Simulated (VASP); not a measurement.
Runs of VASP 6.6.1 on ZrN (rocksalt type). The structure is that of space group Fm-3m (No. 225), or close to it. The cells are those of the table. 

```csv
task,cell,gap on the mesh (eV),pressure (GPa)
relaxation of cell and atoms,"relaxed to 190 GPa from a = 2.884 Å, angles 60.0°, 2 atoms",none,190.0
relaxation of cell and atoms,"relaxed to 190 GPa from a = 2.885 Å, angles 60.0°, 2 atoms",none,190.0
single point,"a = 2.884 Å, angles 60.0°, 2 atoms",none,(a)
single point,"a = 2.885 Å, angles 60.0°, 2 atoms",none,190.2
```

Alike in all rows: level PBE; potentials or basis VASP PAW PBE potentials, release 64 (Zr_sv, N); no spin polarisation; k mesh 17 × 17 × 17; cutoff (eV) 600; smearing fermi-dirac 0.08 eV.

Question: Fill in the values left out.

Answer: (a) 191.1.

Caveats: the cell is relaxed towards a set pressure, so the enthalpy falls and the energy may rise (some runs).

A k mesh can miss the band edges, and the runs leave out spin-orbit coupling on Zr.

A gap of «none» marks levels without a gap at the run's occupations.
